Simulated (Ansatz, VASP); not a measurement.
Two plane-wave programs on MgO

```xyz
4
Lattice="3.6167 0.0000 0.0000 -1.8083 3.1321 0.0000 0.0000 0.0000 4.0188" Properties=species:S:1:pos:R:3 pbc="T T T"
Mg    1.8083    1.0440    3.0141
Mg    0.0000    2.0881    1.0047
O     1.8083    1.0440    1.0047
O     0.0000    2.0881    3.0141
```

Alike in both runs: task single point; functional PBE; k mesh 9 × 9 × 6; occupations gaussian, width 0.05 eV; no spin polarisation.

|  | VASP | Ansatz |
| --- | --- | --- |
| version | VASP 6.6.1 | Ansatz 0.2.0 |
| potentials or method | VASP PAW PBE potentials, release 64 (Mg, O), cutoff 520 eV | scalar-relativistic, plane waves, PAW |
| valence electrons in the cell | 16 | 32 |

VASP gave:

```
gap on the k mesh at the Fermi level (eV)                     : 3.37
least direct gap on the mesh (eV)                             : 3.37
pressure (GPa)                                                : 1.5
traceless stress, the component that is largest in VASP (GPa) : 9.71
```

Task: Estimate Ansatz's values.

Result: gap on the k mesh at the Fermi level (eV): 3.39; least direct gap on the mesh (eV): 3.39; pressure (GPa): 2.1; traceless stress, the component that is largest in VASP (GPa): 9.74.

VASP's potentials hold 16 valence electrons a cell and Ansatz's 32, so a difference there can come from the potentials and not from the codes.
